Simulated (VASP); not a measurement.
Here is a VASP 6.6.1 calculation.

INCAR

```
ALGO = Normal
EDIFF = 1E-7
ENCUT = 520
GGA = PE
ISIF = 2
ISMEAR = -1
IVDW = 12
LASPH = T
LCHARG = T
LELF = T
LREAL = Auto
LVHAR = T
LWAVE = F
NBANDS = 86
NELM = 80
PREC = Accurate
SIGMA = 0.05
```

KPOINTS

```
k-points
0
Gamma
  1 1 1
```

The input POSCAR:

```
H2CO
1.0
    6.4170440000      0.0000000000      0.0000000000
    0.0000000000      6.4170440000      0.0000000000
    0.0000000000      0.0000000000      6.4170440000
O C H
10 10 20
Direct
    0.4332056941      0.9150007387      0.1867994048
    0.8132249054      0.8888983775      0.1915679556
    0.1780882288      0.5030509375      0.6891023343
    0.7305232752      0.6230438813      0.5638421678
    0.1554765715      0.7027846466      0.3448940042
    0.5510948655      0.0853819921      0.7181343933
    0.1743326055     -0.0260400272      0.8589157251
    0.9426770332      0.2201169261      0.5128841255
    0.2556161373      0.2579692457      0.1583906858
    0.8735330473      0.4864856778      0.9122892098
    0.5131490449      1.0682177027      0.1089442429
    0.7628434525      0.8154689293      0.0265542826
    0.1058275430      0.6793782308      0.6977667599
    0.6110445869      0.6900685113      0.4367275649
    0.1577517623      0.8174947842      0.1962585888
    0.6293084479      0.0844313986      0.5507520285
    0.1654967614      0.1471082324      0.7899119906
    1.0204231107      0.3654018891      0.4181520339
    0.2369938557      0.4281254733      0.0766240655
    0.7614721046      0.3504728969      0.8482410281
    0.5128685420      1.0856088878     -0.0564278506
    0.6091589835      1.1907819239      0.1933133075
    0.8645881188      0.8518252329     -0.1102844238
    0.6105770819      0.7504701542     -0.0072774941
    0.0593575484      0.7173396349      0.8573262081
    0.0747852126      0.7753414189      0.5600709610
    0.4940436749      0.8162948548      0.4678633963
    0.5892588550      0.6260203296      0.2776823721
    0.1366828714      0.9901755388      0.2004661336
    0.1413111707      0.7327828826      0.0546980822
    0.6014607349      0.2113434161      0.4323330181
    0.7411512217     -0.0419196128      0.5260210153
    0.0824990447      0.2750799278      0.8509525570
    0.2681141036      0.1787115688      0.6626883032
    0.9481156744      0.4618481656      0.2863935482
    1.1886937350      0.3758116666      0.4157365915
    0.3590905719      0.5170137527     -0.0124512159
    0.1018693342      0.5221251405      0.0866286720
    0.6508915943      0.3726326327      0.7259261429
    0.7563763004      0.1908511146      0.9207666334
```

Potentials or basis: VASP PAW PBE potentials, release 64 (O, C, H).

The run is started by

```sh
$ cat potpaw_PBE.64/O/POTCAR potpaw_PBE.64/C/POTCAR potpaw_PBE.64/H/POTCAR > POTCAR
$ mpirun -np 1 vasp_gam > vasp.out
```

Question: Estimate the largest force.

Answer: 3.891 eV/Å.

Question: Predict the dispersion energy per atom.

Answer: -0.089 eV.

Stress tensor (GPa, compression positive):
```
23.59  1.87 -2.08
 1.87 26.09 -0.04
-2.08 -0.04 32.89
```

Caveat: the k points lie up to 0.98 Å⁻¹ apart, too coarse for converged energies, forces and pressures; the atoms stand as in a frame of molecular dynamics.
